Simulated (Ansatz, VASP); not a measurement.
# One calculation of Hg, two programs

INCAR

```
  PREC = Accurate
  ENCUT = 520
  EDIFF = 1E-6
  ISMEAR = 0
  SIGMA = 0.05
  LREAL = F
  LASPH = T
  NELM = 150
  ALGO = Fast
  ISIF = 2
  LWAVE = F
  LCHARG = F
  MAGMOM = 0 0 0
  LORBIT = 11
  LSORBIT = T
  GGA_COMPAT = F
  LORBMOM = T
  GGA = PE
  NBANDS = 23
```

File KPOINTS:

```
regular mesh
0
Gamma
  16 16 16
```

POSCAR

```
Hg
1.0
   -1.8955097175      1.8955097175      1.8955097175
    1.8955097175     -1.8955097175      1.8955097175
    1.8955097175      1.8955097175     -1.8955097175
Hg
1
Direct
    0.0000000000      0.0000000000      0.0000000000
```

Input for Ansatz:

```yaml
crystal:
  lattice:
    - [-1.8955097175, 1.8955097175, 1.8955097175]
    - [1.8955097175, -1.8955097175, 1.8955097175]
    - [1.8955097175, 1.8955097175, -1.8955097175]
  atoms:
    - { symbol: Hg, position: [0.0, 0.0, 0.0] }
basis:
  ecutwfc: 420
  ecutrho_ratio: 4
kpoints:
  mp_grid: { grid: [16, 16, 16] }
hamiltonian:
  xc: pbe
scf:
  occupations: { method: gaussian, width: 0.05 }
output:
  forces: true
  stress: true
  eigenvalues: true
  populations: true
magnetization:
  noncollinear: true
  spin_orbit: true
```

Alike in both runs: task single point; functional PBE; k mesh 16 × 16 × 16; occupations gaussian, width 0.05 eV; non-collinear spin, spin-orbit coupling.

|  | VASP | Ansatz |
| --- | --- | --- |
| version | VASP 6.6.1 | Ansatz 0.2.0 |
| potentials or method | VASP PAW PBE potentials, release 64 (Hg), cutoff 520 eV | plane waves, PAW |
| valence electrons in the cell | 12 | 20 |

Ansatz gave:

```
pressure (GPa)           : 0.0
net moment per atom (μB) : 0.00
```

Q: Which values does VASP return?

A: Pressure (GPa): 0.5; net moment per atom (μB): 0.00.

The functional is the same, so the differences come from potentials, cutoffs and numerics. VASP's potentials hold 12 valence electrons a cell and Ansatz's 20, so a difference there can come from the potentials and not from the codes.
